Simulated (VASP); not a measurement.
# YS (R-3m) in VASP: further runs

Runs on YS. Level: LDA. Tasks: single point.

All numbers are computed with VASP 6.6.1; they aren't measurements. Logs are shortened: lines on timing, memory, paths and dates and some standing lists are left out, and cuts for length are marked.

**1. The cell of the first run**

It takes space group R-3m (No. 166, trigonal). Conventional cell: a = 3.919 Å, b = 3.919 Å, c = 9.314 Å, α = 90.00°, β = 90.00°, γ = 120.00°. Within 3.6 Å of Y (site symmetry -3m) lie 6 S at 2.74 Å. S (site symmetry -3m) has 6 Y at 2.74 Å within 3.6 Å.

**2. Single point, LDA (equal xy, yz and zx shear strains of -2 %)**

File INCAR:

```
PREC = Accurate
ENCUT = 520
EDIFF = 1E-6
ISMEAR = -1
SIGMA = 0.01
LREAL = F
LASPH = T
NELM = 80
ALGO = Normal
ISIF = 2
LWAVE = F
LCHARG = F
GGA = CA
NBANDS = 16
```

File KPOINTS:

```
regular mesh
0
Gamma
  8 8 8
```

File POSCAR:

```
YS
1.0
   -0.0548730000      2.7162135000      2.7162135000
    2.7162135000     -0.0548730000      2.7162135000
    2.7162135000      2.7162135000     -0.0548730000
Y S
1 1
Direct
    0.5000000000      0.5000000000      0.5000000000
    0.0000000000      0.0000000000      0.0000000000
```

Potentials or basis: VASP PAW LDA potentials, release 64 (Y_sv, S).

Run with:

```
$ cat potpaw_LDA.64/Y_sv/POTCAR potpaw_LDA.64/S/POTCAR > POTCAR
$ mpirun -np 1 vasp_std > vasp.out
```

OUTCAR:

```text
PREC = Accurate
   ENCUT = 520
   EDIFF = 1E-6
   ISMEAR = -1
   LREAL = F
   LASPH = T
   NELM = 80
   ISIF = 2
   GGA = CA

 ion  position               nearest neighbor table
   1  0.500  0.500  0.500-   2 2.74   2 2.74   2 2.74   2 2.74   2 2.74   2 2.74
   2  0.000  0.000  0.000-   1 2.74   1 2.74   1 2.74   1 2.74   1 2.74   1 2.74

  LATTYP: Found a trigonal (rhomboedric) cell.
 ALAT       =     3.8416978800
 COS(alpha) =     0.4797000918

  Lattice vectors:

 A1 = (  -0.0548730000,   2.7162135000,   2.7162135000)
 A2 = (   2.7162135000,  -0.0548730000,   2.7162135000)
 A3 = (   2.7162135000,   2.7162135000,  -0.0548730000)

Analysis of symmetry for initial positions (statically):
=====================================================================
 Subroutine PRICEL returns:
 Original cell was already a primitive cell.

 Routine SETGRP: Setting up the symmetry group for a
 trigonal (rhombohedral) supercell.

 Subroutine GETGRP returns: Found 12 space group operations
 (whereof 12 operations were pure point group operations)
 out of a pool of 12 trial point group operations.

The static configuration has the point symmetry D_3d.

Analysis of symmetry for dynamics (positions and initial velocities):
=====================================================================
 Subroutine PRICEL returns:
 Original cell was already a primitive cell.

 Routine SETGRP: Setting up the symmetry group for a
 trigonal (rhombohedral) supercell.

 Subroutine GETGRP returns: Found 12 space group operations
 (whereof 12 operations were pure point group operations)
 out of a pool of 12 trial point group operations.

The dynamic configuration has the point symmetry D_3d.

 Subroutine INISYM returns: Found 12 space group operations
 (whereof 12 operations are pure point group operations),
 and found     1 'primitive' translations

----------------------------------------------------------------------------------------

                                     Primitive cell

  volume of cell :      41.2938

  direct lattice vectors                    reciprocal lattice vectors
    -0.054873000  2.716213500  2.716213500    -0.178593472  0.182275812  0.182275812
     2.716213500 -0.054873000  2.716213500     0.182275812 -0.178593472  0.182275812
     2.716213500  2.716213500 -0.054873000     0.182275812  0.182275812 -0.178593472

  length of vectors
     3.841697880  3.841697880  3.841697880     0.313599380  0.313599380  0.313599380

  position of ions in fractional coordinates (direct lattice)
     0.500000000  0.500000000  0.500000000
     0.000000000  0.000000000  0.000000000

  ion indices of the primitive-cell ions
   primitive index   ion index
                 1           1
                 2           2

----------------------------------------------------------------------------------------

 KPOINTS: regular mesh

Automatic generation of k-mesh.
 Grid dimensions read from file:
 generate k-points for:    8    8    8

 Generating k-lattice:

  Cartesian coordinates                     Fractional coordinates (reciprocal lattice)
    -0.022324184  0.022784476  0.022784476     0.125000000  0.000000000  0.000000000
     0.022784476 -0.022324184  0.022784476     0.000000000  0.125000000  0.000000000
     0.022784476  0.022784476 -0.022324184     0.000000000  0.000000000  0.125000000

  Length of vectors
     0.039199923  0.039199923  0.039199923

  Shift w.r.t. Gamma in fractional coordinates (k-lattice)
     0.000000000  0.000000000  0.000000000

 Subroutine IBZKPT returns following result:
 ===========================================

 Found     65 irreducible k-points:

 Following reciprocal coordinates:
            Coordinates               Weight
  0.000000  0.000000  0.000000      1.000000
  0.125000  0.000000  0.000000      6.000000
  0.250000  0.000000  0.000000      6.000000
  0.375000  0.000000  0.000000      6.000000
  0.500000  0.000000  0.000000      3.000000
  0.125000  0.125000  0.000000      6.000000
[... 16 lines left out ...]
  0.250000  0.125000  0.125000      6.000000
  0.375000  0.125000  0.125000      6.000000
 [... further k-points ...]
   k-points           NKPTS =     65   k-points in BZ     NKDIM =     65   number of bands    NBANDS=     16
   number of dos      NEDOS =    301   number of ions     NIONS =      2
   total plane-waves  NPLWV =  27000
   dimension x,y,z NGX =    30 NGY =   30 NGZ =   30
   dimension x,y,z NGXF=    60 NGYF=   60 NGZF=   60
   ions per type =               1   1
   NGX,Y,Z   is equivalent  to a cutoff of  12.98, 12.98, 12.98 a.u.
   NGXF,Y,Z  is equivalent  to a cutoff of  25.96, 25.96, 25.96 a.u.
 SYSTEM =  unknown system
   PREC   = accura    normal or accurate (medium, high low for compatibility)
   ISTART =      0    job   : 0-new  1-cont  2-samecut
   ICHARG =      2    charge: 1-file 2-atom 10-const
   ISPIN  =      1    spin polarized calculation?
   LNONCOLLINEAR =      F non collinear calculations
   LSORBIT =      F    spin-orbit coupling
   LASPH  =      T    aspherical Exc in radial PAW
   ENCUT  =  520.0 eV  38.22 Ry    6.18 a.u.   7.14  7.14  7.14*2*pi/ulx,y,z
   NELM   =     80;   NELMIN=  2; NELMDL= -5     # of ELM steps
   EDIFF  = 0.1E-05   stopping-criterion for ELM
   LREAL  =      F    real-space projection
   EDIFFG = 0.1E-04   stopping-criterion for IOM
   NSW    =      0    number of steps for IOM
   IBRION =     -1    ionic relax: 0-MD 1-quasi-New 2-CG
   NFREE  =      0    steps in history (QN), initial steepest desc. (CG)
   ISIF   =      2    stress and relaxation
   ISYM   =      2    0-nonsym 1-usesym 2-fastsym
   POTIM  = 0.5000    time-step for ionic-motion
   TEBEG  =    0.0;   TEEND  =   0.0 temperature during run
   PSTRESS=    0.0 pullay stress
   NELECT =      17.0000    total number of electrons
   NUPDOWN=      -1.0000    fix difference up-down
   EMIN   =  10.00;   EMAX   =-10.00  energy-range for DOS
   EFERMI =   0.00;   METHOD = LEGACY
   ISMEAR =    -1;   SIGMA  =   0.01  broadening in eV -4-tet -1-fermi 0-gaus
   EFERMI_NEDOS =   21; number of points for ismear=-14 and -15
   IALGO  =     38    algorithm
   IMIX   =      4    mixing-type and parameters
     AMIX     =   0.40;   BMIX     =  1.00
     AMIX_MAG =   1.60;   BMIX_MAG =  1.00
  volume/ion in A,a.u.               =      20.65       139.33
  Fermi-wavevector in a.u.,A,eV,Ry     =   1.217857  2.301415 20.179817  1.483175
  Thomas-Fermi vector in A             =   2.353163
   LORBIT       =      0    0 simple, 1 ext, 2 COOP (PROOUT), +10 PAW based schemes
   GGA     = CA    functional components
   LHFCALC =     F    Hartree Fock is set to
   AEXX    =    0.0000 exact exchange contribution
   IVDW    =     0    specifies the selected vdW correction
   LEPSILON=     F    determine dielectric tensor
   LRPA    =     F    only Hartree local field effects (RPA)
 non-spin polarized calculation
  energy-cutoff  :      520.00
  volume of cell :       41.29
 maximum number of plane-waves:      1137
 NGX is ok and might be reduce to    30
   NGX = 15   NGY = 15   NGZ = 15

 number of electron      16.9999999 magnetization

 Free energy of the ion-electron system (eV)
  ---------------------------------------------------
  ext. energy  EPLUGINS =         0.00000000
  ---------------------------------------------------
  free energy    TOTEN  =       -16.01217064 eV

  energy without entropy =      -16.01158469  energy(sigma->0) =      -16.01187767

 E-fermi :   6.6367     XC(G=0): -10.7876

 val. band max:        6.6190976513   @ k =   0.3750   0.3750   0.2500
 cond. band min:       6.6386650601   @ k =   0.3750   0.1250   0.0000
 fundamental gap:      0.0195674088
 Fermi energy:         6.6367071020

 k-point     1 :       0.0000    0.0000    0.0000
  band No.  band energies     occupation
      1     -36.4419      2.00000
      2     -16.5086      2.00000
      3     -16.5086      2.00000
      4     -16.4852      2.00000
      5      -8.3363      2.00000
      6       3.2788      2.00000
[... 8 lines left out ...]
     15      13.5265      0.00000
     16      19.3051      0.00000

 k-point     2 :       0.1250    0.0000    0.0000
  band No.  band energies     occupation
      1     -36.4376      2.00000
      2     -16.5763      2.00000
      3     -16.5125      2.00000
      4     -16.4930      2.00000
      5      -8.1595      2.00000
      6       2.4713      2.00000
[... 8 lines left out ...]
     15      14.1933      0.00000
     16      17.8808      0.00000

 k-point     3 :       0.2500    0.0000    0.0000
  band No.  band energies     occupation
      1     -36.4271      2.00000
      2     -16.7376      2.00000
      3     -16.5217      2.00000
      4     -16.5066      2.00000
      5      -7.7148      2.00000
      6       1.0857      2.00000
[... 8 lines left out ...]
     15      14.8209      0.00000
     16      16.1978      0.00000

 k-point     4 :       0.3750    0.0000    0.0000
  band No.  band energies     occupation
      1     -36.4167      2.00000
      2     -16.8903      2.00000
      3     -16.5309      2.00000
      4     -16.5197      2.00000
      5      -7.2312      2.00000
      6      -0.0094      2.00000
[... 8 lines left out ...]
     15      14.0703      0.00000
     16      14.3442      0.00000
[... 324 lines left out ...]
 k-point    22 :       0.1250    0.1250    0.1250
  band No.  band energies     occupation
      1     -36.4369      2.00000
      2     -16.5587      2.00000
      3     -16.5146      2.00000
      4     -16.5146      2.00000
      5      -8.1535      2.00000
      6       2.5927      2.00000
[... 8 lines left out ...]
     15      14.3152      0.00000
     16      18.1278      0.00000

 k-point    23 :       0.2500    0.1250    0.1250
  band No.  band energies     occupation
      1     -36.4302      2.00000
      2     -16.6518      2.00000
      3     -16.5386      2.00000
      4     -16.5115      2.00000
      5      -7.9024      2.00000
      6       1.5958      2.00000
[... 8 lines left out ...]
     15      15.1498      0.00000
     16      16.2513      0.00000

 k-point    24 :       0.3750    0.1250    0.1250
  band No.  band energies     occupation
      1     -36.4198      2.00000
      2     -16.7939      2.00000
      3     -16.5613      2.00000
      4     -16.5208      2.00000
      5      -7.4925      2.00000
      6       0.5626      2.00000
[... 8 lines left out ...]
     15      14.7687      0.00000
     16      15.1195      0.00000

 [... further k-points ...]
[... 5 lines left out ...]
  --------------------------------------------------------------------------------------
  -------------------------------------------------------------------------------------
  Total       -0.9605539     -0.9605539     -0.9605539      0.1608902      0.1608902      0.1608902
  in kB      -37.2689681    -37.2689681    -37.2689681      6.2424528      6.2424528      6.2424528
  external PRESSURE =     -37.2689681 kB  Pullay stress =       0.0000000 kB

 VOLUME and BASIS-vectors are now :
 -----------------------------------------------------------------------------
  energy-cutoff  :      520.00
  volume of cell :       41.29
      direct lattice vectors                 reciprocal lattice vectors
    -0.054873000  2.716213500  2.716213500    -0.178593472  0.182275812  0.182275812
     2.716213500 -0.054873000  2.716213500     0.182275812 -0.178593472  0.182275812
     2.716213500  2.716213500 -0.054873000     0.182275812  0.182275812 -0.178593472

 POSITION                                       TOTAL-FORCE (eV/Angst)
 -----------------------------------------------------------------------------------
      2.68878      2.68878      2.68878        -0.000000     -0.000000      0.000000
      0.00000      0.00000      0.00000         0.000000      0.000000     -0.000000
 -----------------------------------------------------------------------------------
    total drift:                                0.000000     -0.000000      0.000000

  FREE ENERGIE OF THE ION-ELECTRON SYSTEM (eV)
  ---------------------------------------------------
  free  energy   TOTEN  =       -16.0121706407 eV

  energy  without entropy=      -16.0115846937  energy(sigma->0) =      -16.01187767
```

Wall time 72 s (1 thread of Intel Xeon 8259CL, shared host); peak memory 0.2 GiB.

What came out:

* Free energy: -16.0122 eV
* Pressure: -3.7 GPa
* Band gap on the k mesh: zero (an odd number of electrons rules out a gap without spin polarisation)

Caveat: the cell differs from its parent crystal (equal xy, yz and zx shear strains of -2 %); the cell stands under tension.

[end of part 1 of 2]
